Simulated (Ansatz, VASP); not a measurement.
LiBr: VASP beside Ansatz

INCAR

```
  ALGO = Normal
  EDIFF = 1E-6
  ENCUT = 750
  GGA = PE
  GGA_COMPAT = F
  ISIF = 2
  ISMEAR = 0
  LASPH = T
  LCHARG = F
  LREAL = F
  LWAVE = F
  NBANDS = 12
  NELM = 120
  PREC = Accurate
  SIGMA = 0.1
```

File KPOINTS:

```
k-points
0
Gamma
  6 6 6
```

The input POSCAR:

```
LiBr
1.0
    0.0000000000      2.7597062925      2.7597062925
    2.7597062925      0.0000000000      2.7597062925
    2.7597062925      2.7597062925      0.0000000000
Li Br
1 1
Direct
    0.0000000000      0.0000000000      0.0000000000
    0.5000000000      0.5000000000      0.5000000000
```

Input for Ansatz:

```yaml
crystal:
  lattice:
    - [0.0, 2.7597062925, 2.7597062925]
    - [2.7597062925, 0.0, 2.7597062925]
    - [2.7597062925, 2.7597062925, 0.0]
  atoms:
    - { symbol: Li, position: [0.0, 0.0, 0.0] }
    - { symbol: Br, position: [0.5, 0.5, 0.5] }
basis:
  ecutwfc: 420
kpoints:
  mp_grid: { grid: [6, 6, 6] }
hamiltonian:
  xc: pbe
scf:
  occupations: { method: gaussian, width: 0.1 }
output:
  forces: true
  stress: true
  eigenvalues: true
```

Alike in both runs: task single point; functional PBE; k mesh 6 × 6 × 6; occupations gaussian, width 0.1 eV; no spin polarisation.

|  | VASP | Ansatz |
| --- | --- | --- |
| version | VASP 6.6.1 | Ansatz 0.2.0 |
| potentials or method | VASP PAW PBE potentials, release 64 (Li_sv, Br), cutoff 750 eV | scalar-relativistic, plane waves, PAW |
| valence electrons in the cell | 10 | 10 |

|  | VASP | Ansatz | Ansatz less VASP |
| --- | --- | --- | --- |
| gap on the k mesh at the Fermi level (eV) | 4.90 | 4.90 | -0.004 |
| least direct gap on the mesh (eV) | 4.90 | 4.90 | -0.004 |
| pressure (GPa) | -0.2 | -0.1 | +0.05 |
